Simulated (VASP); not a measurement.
Wanted: the native input for a VASP 6.6.1 run.

```
Task                   : relaxation of cell and atoms
Functional             : PBE
Potentials or basis    : VASP PAW PBE potentials, release 64 (Cs_sv, Ag)
Cutoff                 : 600 eV
k mesh                 : 10 × 10 × 10
Occupations            : gaussian, width 0.1 eV
Spin                   : no spin polarisation
Dipole correction      : no
Further INCAR settings : ALGO = Fast; EDIFF = 1e-07; IBRION = 2; EDIFFG = -0.01; NSW = 100; ISIF = 3
```

The structure of CsAg3 lies in POSCAR:

```
CsAg3
1.0
    4.6684426454      0.0000000000      0.0000000000
    0.0000000000      4.6684426454      0.0000000000
    0.0000000000      0.0000000000      4.6684426454
Cs Ag
1 3
Direct
    0.0000000000      0.0000000000      0.0000000000
    0.0000000000      0.5000000000      0.5000000000
    0.5000000000      0.0000000000      0.5000000000
    0.5000000000      0.5000000000      0.0000000000
```

The input as run:

INCAR

```
SYSTEM = CsAg3
PREC = Accurate
ENCUT = 600
EDIFF = 1E-7
ISMEAR = 0
SIGMA = 0.1
LREAL = .FALSE.
LASPH = .TRUE.
NELM = 100
ALGO = Fast
ISIF = 3
LWAVE = .FALSE.
LCHARG = .FALSE.
GGA = PE
IBRION = 2
NSW = 100
EDIFFG = -0.01
```

KPOINTS

```
Automatic mesh
0
G
  10 10 10
  0 0 0
```

Potentials or basis: VASP PAW PBE potentials, release 64 (Cs_sv, Ag).

Run with:

```console
$ cat potpaw_PBE.64/Cs_sv/POTCAR potpaw_PBE.64/Ag/POTCAR > POTCAR
$ mpirun -np 1 vasp_std > vasp.out
```

Results of the run:

```
Relaxed volume                        : 28.59 Å³/atom
Relaxed cell                          : a = 4.854 Å, b = 4.854 Å, c = 4.854 Å, α = 90.00°, β = 90.00°, γ = 90.00°
Space group after relaxing (to 0.1 Å) : Pm-3m (No. 221)
Energy gained by relaxing             : 25.3 meV/atom
Ionic steps                           : 4
Pressure after relaxing               : 0.0 GPa
Band gap on the k mesh                : zero (bands 21 and 22 overlap by 1.64 eV)
```

Caveat: spin-orbit coupling is left out, which moves the levels of the heavy elements.

Wall time 7.1 min on 1 thread of Intel(R) Xeon(R) Platinum 8488C (Sapphire Rapids) (shared host), peak memory 0.37 GiB.
